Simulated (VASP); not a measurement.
# BaTiO3 (P4mm) in VASP: notebook

The runs below take BaTiO3 through single point, with revPBE+D4.

Program: VASP 6.6.1. These are calculated values, not measurements. Logs are shortened: lines on timing, memory, paths and dates and some standing lists are left out, and cuts for length are marked.

## (1) The cell of the first run

It takes space group P4mm (No. 99, tetragonal). Conventional cell: a = 3.946 Å, b = 3.946 Å, c = 3.964 Å, α = 90.00°, β = 90.00°, γ = 90.00°. Ba (site symmetry 4mm) has 12 O at 2.75 to 2.84 Å and 8 Ti at 3.40 to 3.45 Å within 3.6 Å. Within 2.5 Å of Ti (site symmetry 4mm) lie 6 O at 1.87 to 2.10 Å. O (site symmetry 2mm) has 2 Ti at 1.98 Å within 2.6 Å. Within 2.5 Å of O (site symmetry 4mm) lie 2 Ti at 1.87 to 2.10 Å.

## (2) Single point, revPBE+D4

Contents of INCAR:

```
PREC = Accurate
ENCUT = 520
EDIFF = 1E-7
ISMEAR = -1
SIGMA = 0.05
LREAL = F
LASPH = T
NELM = 100
ALGO = Normal
ISIF = 2
LWAVE = F
LCHARG = F
GGA = RE
IVDW = 13
NBANDS = 28
```

Contents of KPOINTS:

```
regular mesh
0
Gamma
  7 7 7
```

Contents of POSCAR:

```
BaTiO3
1.0
    3.9457420220      0.0000000000      0.0000000000
    0.0000000000      3.9457420220      0.0000000000
    0.0000000000      0.0000000000      3.9636960459
Ba Ti O
1 1 3
Direct
    0.0000000000      0.0000000000      0.0000000000
    0.5000000000      0.5000000000      0.4900000000
    0.0000000000      0.5000000000      0.5170000000
    0.5000000000      0.0000000000      0.5170000000
    0.5000000000      0.5000000000      0.0190000000
```

Potentials or basis: VASP PAW PBE potentials, release 64 (Ba_sv, Ti_sv, O).

Launch:

```console
> cat potpaw_PBE.64/Ba_sv/POTCAR potpaw_PBE.64/Ti_sv/POTCAR potpaw_PBE.64/O/POTCAR > POTCAR
> mpirun -np 1 vasp_std > vasp.out
```

OUTCAR:

```text
PREC = Accurate
   ENCUT = 520
   EDIFF = 1E-7
   ISMEAR = -1
   LREAL = F
   LASPH = T
   NELM = 100
   ISIF = 2
   GGA = RE
   IVDW = 13

 ion  position               nearest neighbor table
   1  0.000  0.000  0.000-   3 2.75   4 2.75   3 2.75   4 2.75   5 2.79   5 2.79   5 2.79   5 2.79
                             4 2.84   3 2.84   4 2.84   3 2.84   2 3.40   2 3.40   2 3.40   2 3.40
   2  0.500  0.500  0.490-   5 1.87   4 1.98   3 1.98   4 1.98   3 1.98   5 2.10   1 3.40   1 3.40
                             1 3.40   1 3.40   1 3.45   1 3.45   1 3.45   1 3.45
   3  0.000  0.500  0.517-   2 1.98   2 1.98   1 2.75   1 2.75   1 2.84   1 2.84
   4  0.500  0.000  0.517-   2 1.98   2 1.98   1 2.75   1 2.75   1 2.84   1 2.84
   5  0.500  0.500  0.019-   2 1.87   2 2.10   1 2.79   1 2.79   1 2.79   1 2.79

  LATTYP: Found a simple tetragonal cell.
 ALAT       =     3.9457420220
 C/A-ratio  =     1.0045502275

  Lattice vectors:

 A1 = (   3.9457420220,   0.0000000000,   0.0000000000)
 A2 = (   0.0000000000,   3.9457420220,   0.0000000000)
 A3 = (   0.0000000000,   0.0000000000,   3.9636960459)

Analysis of symmetry for initial positions (statically):
=====================================================================
 Subroutine PRICEL returns:
 Original cell was already a primitive cell.

 Routine SETGRP: Setting up the symmetry group for a
 simple tetragonal supercell.

 Subroutine GETGRP returns: Found  8 space group operations
 (whereof  8 operations were pure point group operations)
 out of a pool of 16 trial point group operations.

The static configuration has the point symmetry C_4v.

Analysis of symmetry for dynamics (positions and initial velocities):
=====================================================================
 Subroutine PRICEL returns:
 Original cell was already a primitive cell.

 Routine SETGRP: Setting up the symmetry group for a
 simple tetragonal supercell.

 Subroutine GETGRP returns: Found  8 space group operations
 (whereof  8 operations were pure point group operations)
 out of a pool of 16 trial point group operations.

The dynamic configuration has the point symmetry C_4v.

 Subroutine INISYM returns: Found  8 space group operations
 (whereof  8 operations are pure point group operations),
 and found     1 'primitive' translations

----------------------------------------------------------------------------------------

                                     Primitive cell

  volume of cell :      61.7103

  direct lattice vectors                    reciprocal lattice vectors
     3.945742022  0.000000000  0.000000000     0.253437755  0.000000000  0.000000000
     0.000000000  3.945742022  0.000000000     0.000000000  0.253437755  0.000000000
     0.000000000  0.000000000  3.963696046     0.000000000  0.000000000  0.252289779

  length of vectors
     3.945742022  3.945742022  3.963696046     0.253437755  0.253437755  0.252289779

  position of ions in fractional coordinates (direct lattice)
     0.000000000  0.000000000  0.000000000
     0.500000000  0.500000000  0.490000000
     0.000000000  0.500000000  0.517000000
     0.500000000  0.000000000  0.517000000
     0.500000000  0.500000000  0.019000000

  ion indices of the primitive-cell ions
   primitive index   ion index
                 1           1
                 2           2
                 3           3
                 4           4
                 5           5

----------------------------------------------------------------------------------------

 KPOINTS: regular mesh

Automatic generation of k-mesh.
 Grid dimensions read from file:
 generate k-points for:    7    7    7

 Generating k-lattice:

  Cartesian coordinates                     Fractional coordinates (reciprocal lattice)
     0.036205394  0.000000000  0.000000000     0.142857143  0.000000000  0.000000000
     0.000000000  0.036205394  0.000000000     0.000000000  0.142857143  0.000000000
     0.000000000  0.000000000  0.036041397     0.000000000  0.000000000  0.142857143

  Length of vectors
     0.036205394  0.036205394  0.036041397

  Shift w.r.t. Gamma in fractional coordinates (k-lattice)
     0.000000000  0.000000000  0.000000000

 Subroutine IBZKPT returns following result:
 ===========================================

 Found     40 irreducible k-points:

 Following reciprocal coordinates:
            Coordinates               Weight
  0.000000  0.000000  0.000000      1.000000
  0.142857  0.000000  0.000000      4.000000
  0.285714  0.000000  0.000000      4.000000
  0.428571  0.000000  0.000000      4.000000
  0.142857  0.142857  0.000000      4.000000
  0.285714  0.142857  0.000000      8.000000
[... 16 lines left out ...]
  0.285714  0.000000  0.285714      8.000000
  0.428571  0.000000  0.285714      8.000000
 [... further k-points ...]
   k-points           NKPTS =     40   k-points in BZ     NKDIM =     40   number of bands    NBANDS=     28
   number of dos      NEDOS =    301   number of ions     NIONS =      5
   total plane-waves  NPLWV =  27000
   dimension x,y,z NGX =    30 NGY =   30 NGZ =   30
   dimension x,y,z NGXF=    60 NGYF=   60 NGZF=   60
   ions per type =               1   1   3
   NGX,Y,Z   is equivalent  to a cutoff of  12.64, 12.64, 12.58 a.u.
   NGXF,Y,Z  is equivalent  to a cutoff of  25.28, 25.28, 25.17 a.u.
 SYSTEM =  unknown system
   PREC   = accura    normal or accurate (medium, high low for compatibility)
   ISTART =      0    job   : 0-new  1-cont  2-samecut
   ICHARG =      2    charge: 1-file 2-atom 10-const
   ISPIN  =      1    spin polarized calculation?
   LNONCOLLINEAR =      F non collinear calculations
   LSORBIT =      F    spin-orbit coupling
   LASPH  =      T    aspherical Exc in radial PAW
   ENCUT  =  520.0 eV  38.22 Ry    6.18 a.u.   7.34  7.34  7.37*2*pi/ulx,y,z
   NELM   =    100;   NELMIN=  2; NELMDL= -5     # of ELM steps
   EDIFF  = 0.1E-06   stopping-criterion for ELM
   LREAL  =      F    real-space projection
   EDIFFG = 0.1E-05   stopping-criterion for IOM
   NSW    =      0    number of steps for IOM
   IBRION =     -1    ionic relax: 0-MD 1-quasi-New 2-CG
   NFREE  =      0    steps in history (QN), initial steepest desc. (CG)
   ISIF   =      2    stress and relaxation
   ISYM   =      2    0-nonsym 1-usesym 2-fastsym
   POTIM  = 0.5000    time-step for ionic-motion
   TEBEG  =    0.0;   TEEND  =   0.0 temperature during run
   PSTRESS=    0.0 pullay stress
   NELECT =      40.0000    total number of electrons
   NUPDOWN=      -1.0000    fix difference up-down
   EMIN   =  10.00;   EMAX   =-10.00  energy-range for DOS
   EFERMI =   0.00;   METHOD = LEGACY
   ISMEAR =    -1;   SIGMA  =   0.05  broadening in eV -4-tet -1-fermi 0-gaus
   EFERMI_NEDOS =   21; number of points for ismear=-14 and -15
   IALGO  =     38    algorithm
   IMIX   =      4    mixing-type and parameters
     AMIX     =   0.40;   BMIX     =  1.00
     AMIX_MAG =   1.60;   BMIX_MAG =  1.00
  volume/ion in A,a.u.               =      12.34        83.29
  Fermi-wavevector in a.u.,A,eV,Ry     =   1.416801  2.677366 27.311324  2.007326
  Thomas-Fermi vector in A             =   2.538098
   LORBIT       =      0    0 simple, 1 ext, 2 COOP (PROOUT), +10 PAW based schemes
   GGA     = RE    functional components
   LHFCALC =     F    Hartree Fock is set to
   AEXX    =    0.0000 exact exchange contribution
   IVDW    =    13    specifies the selected vdW correction
   LEPSILON=     F    determine dielectric tensor
   LRPA    =     F    only Hartree local field effects (RPA)
 non-spin polarized calculation
  energy-cutoff  :      520.00
  volume of cell :       61.71
 maximum number of plane-waves:      1687
 NGX is ok and might be reduce to    30
   NGX = 15   NGY = 15   NGZ = 15

 number of electron      39.9999986 magnetization

 Free energy of the ion-electron system (eV)
  ---------------------------------------------------
  ext. energy  EPLUGINS =         0.00000000
  ---------------------------------------------------
  free energy    TOTEN  =       -37.98620958 eV

  energy without entropy =      -37.98620958  energy(sigma->0) =      -37.98620958

 E-fermi :   5.2353     XC(G=0): -11.3139

 val. band max:        4.1712776237   @ k =   0.4286   0.4286   0.4286
 cond. band min:       6.1522120075   @ k =   0.0000   0.0000   0.0000
 fundamental gap:      1.9809343838
 Fermi energy:         5.2352623590

 k-point     1 :       0.0000    0.0000    0.0000
  band No.  band energies     occupation
      1     -52.2667      2.00000
      2     -28.4818      2.00000
      3     -28.4466      2.00000
      4     -28.4466      2.00000
      5     -20.5391      2.00000
      6     -12.8095      2.00000
[... 20 lines left out ...]
     27       9.4412      0.00000
     28      12.1306      0.00000

 k-point     2 :       0.1429    0.0000    0.0000
  band No.  band energies     occupation
      1     -52.2665      2.00000
      2     -28.4813      2.00000
      3     -28.4588      2.00000
      4     -28.4461      2.00000
      5     -20.5119      2.00000
      6     -12.8353      2.00000
[... 20 lines left out ...]
     27       9.8381      0.00000
     28      12.6193      0.00000

 k-point     3 :       0.2857    0.0000    0.0000
  band No.  band energies     occupation
      1     -52.2659      2.00000
      2     -28.4864      2.00000
      3     -28.4802      2.00000
      4     -28.4451      2.00000
      5     -20.4496      2.00000
      6     -12.9630      2.00000
[... 20 lines left out ...]
     27      10.8666      0.00000
     28      12.7655      0.00000

 k-point     4 :       0.4286    0.0000    0.0000
  band No.  band energies     occupation
      1     -52.2655      2.00000
      2     -28.5081      2.00000
      3     -28.4794      2.00000
      4     -28.4442      2.00000
      5     -20.3983      2.00000
      6     -13.0990      2.00000
[... 578 lines left out ...]
     27      11.2644      0.00000
     28      13.0473      0.00000

 k-point    23 :       0.2857    0.0000    0.2857
  band No.  band energies     occupation
      1     -52.2652      2.00000
      2     -28.5176      2.00000
      3     -28.4840      2.00000
      4     -28.4436      2.00000
      5     -20.3834      2.00000
      6     -12.7700      2.00000
[... 20 lines left out ...]
     27      12.2906      0.00000
     28      13.1400      0.00000

 k-point    24 :       0.4286    0.0000    0.2857
  band No.  band energies     occupation
      1     -52.2647      2.00000
      2     -28.5164      2.00000
      3     -28.5055      2.00000
      4     -28.4428      2.00000
      5     -20.3439      2.00000
      6     -12.7593      2.00000
[... 20 lines left out ...]
     27      12.9575      0.00000
     28      13.4237      0.00000

 [... further k-points ...]

------------------------ aborting loop because EDIFF is reached ----------------------------------------

  DFT-D4 for vdW energy calculation

  Edisp (eV):   -1.98289

  FORCE on cell =-STRESS in cart. coord.  units (eV):
  Direction    XX          YY          ZZ          XY          YZ          ZX
  --------------------------------------------------------------------------------------
  -------------------------------------------------------------------------------------
  Total       3.47096     3.47096     3.89642     0.00000     0.00000     0.00000
  in kB      90.11605    90.11605   101.16221     0.00000     0.00000     0.00000
  external pressure =       93.80 kB  Pullay stress =        0.00 kB

 VOLUME and BASIS-vectors are now :
 -----------------------------------------------------------------------------
  energy-cutoff  :      520.00
  volume of cell :       61.71
      direct lattice vectors                 reciprocal lattice vectors
     3.945742022  0.000000000  0.000000000     0.253437755  0.000000000  0.000000000
     0.000000000  3.945742022  0.000000000     0.000000000  0.253437755  0.000000000
     0.000000000  0.000000000  3.963696046     0.000000000  0.000000000  0.252289779

 POSITION                                       TOTAL-FORCE (eV/Angst)
 -----------------------------------------------------------------------------------
      0.00000      0.00000      0.00000         0.000000     -0.000000      0.103890
      1.97287      1.97287      1.94221         0.000000      0.000000      0.055248
      0.00000      1.97287      2.04923        -0.000000      0.000000     -0.104292
      1.97287      0.00000      2.04923         0.000000     -0.000000     -0.104292
      1.97287      1.97287      0.07531         0.000000     -0.000000      0.049447
 -----------------------------------------------------------------------------------
    total drift:                                0.000000      0.000000      0.000559

  FREE ENERGIE OF THE ION-ELECTRON SYSTEM (eV)
  ---------------------------------------------------
  free  energy   TOTEN  =       -39.9690963845 eV

  energy  without entropy=      -39.9690963843  energy(sigma->0) =      -39.96909638
```

Wall time 34 s (1 thread of Intel Xeon 6975P-C (Granite Rapids), shared host); peak memory 0.21 GiB.

Results:

| Property | Result |
| --- | --- |
| Free energy | -39.9691 eV |
| Pressure | 9.4 GPa |
| Largest force | 0.104 eV/Å |
| Band gap on the k mesh | 1.98 eV, indirect (least direct gap 2.14 eV) |
| Dispersion energy per atom | -0.397 eV |

Forces on the atoms (eV/Å):
```
Ba   0.000  0.000  0.104
Ti   0.000  0.000  0.055
O    0.000  0.000 -0.104
O    0.000  0.000 -0.104
O    0.000  0.000  0.049
```

Stress tensor (GPa, compression positive):
```
 9.01  0.00  0.00
 0.00  9.01  0.00
 0.00  0.00 10.12
```

Caveat: the PAW data sets were made with another functional, which shifts forces and pressure a little; spin-orbit coupling is left out, which moves the levels of the heavy elements. A k mesh can miss the band edges.

## (3) Single point, revPBE+D4

This run uses another cell than the first one, of 12.60 Å³/atom, 1.021 times its volume.

INCAR, as its differences from that of step 2:

```diff
@@ -2,3 +2,3 @@
 ENCUT = 520
-EDIFF = 1E-7
+EDIFF = 1E-6
 ISMEAR = -1
@@ -7,3 +7,3 @@
 LASPH = T
-NELM = 100
+NELM = 80
 ALGO = Normal
```

KPOINTS is that of step 2.

POSCAR, as its differences from that of step 2:

```diff
@@ -2,5 +2,5 @@
 1.0
-    3.9457420220      0.0000000000      0.0000000000
-    0.0000000000      3.9457420220      0.0000000000
-    0.0000000000      0.0000000000      3.9636960459
+    3.9729548958      0.0000000000      0.0000000000
+    0.0000000000      3.9729548958      0.0000000000
+    0.0000000000      0.0000000000      3.9910327445
 Ba Ti O
```

Potentials or basis: VASP PAW PBE potentials, release 64 (Ba_sv, Ti_sv, O).

Launch:

```console
> cat potpaw_PBE.64/Ba_sv/POTCAR potpaw_PBE.64/Ti_sv/POTCAR potpaw_PBE.64/O/POTCAR > POTCAR
> mpirun -np 1 vasp_std > vasp.out
```

Run time: 34 s. Hardware: 1 thread of Intel Xeon 6975P-C (Granite Rapids), shared host; peak memory 0.21 GiB.

It converged, with:

* Free energy: -40.0297 eV
* Pressure: 5.4 GPa
* Largest force: 0.186 eV/Å
* Band gap on the k mesh: 1.94 eV, indirect (least direct gap 2.11 eV)
* Dispersion energy per atom: -0.387 eV

Forces on the atoms (eV/Å):
```
Ba   0.000  0.000  0.082
Ti   0.000  0.000 -0.048
O    0.000  0.000 -0.110
O    0.000  0.000 -0.110
O    0.000  0.000  0.186
```

Stress tensor (GPa, compression positive):
```
5.11 0.00 0.00
0.00 5.11 0.00
0.00 0.00 6.12
```

Levels at points of the mesh, in eV from the valence-band top:
| k point | band 16 | band 17 | band 18 | band 19 | band 20 | band 21 | band 22 | band 23 | band 24 | band 25 |
| --- | --- | --- | --- | --- | --- | --- | --- | --- | --- | --- |
| (0.00, 0.00, 0.00) | -1.16 | -1.07 | -0.19 | -0.18 | -0.18 | 1.94 | 2.16 | 2.16 | 4.19 | 4.29 |

Caveat: the PAW data sets were made with another functional, which shifts forces and pressure a little; spin-orbit coupling is left out, which moves the levels of the heavy elements.

(Part 1 of 2 ends here.)
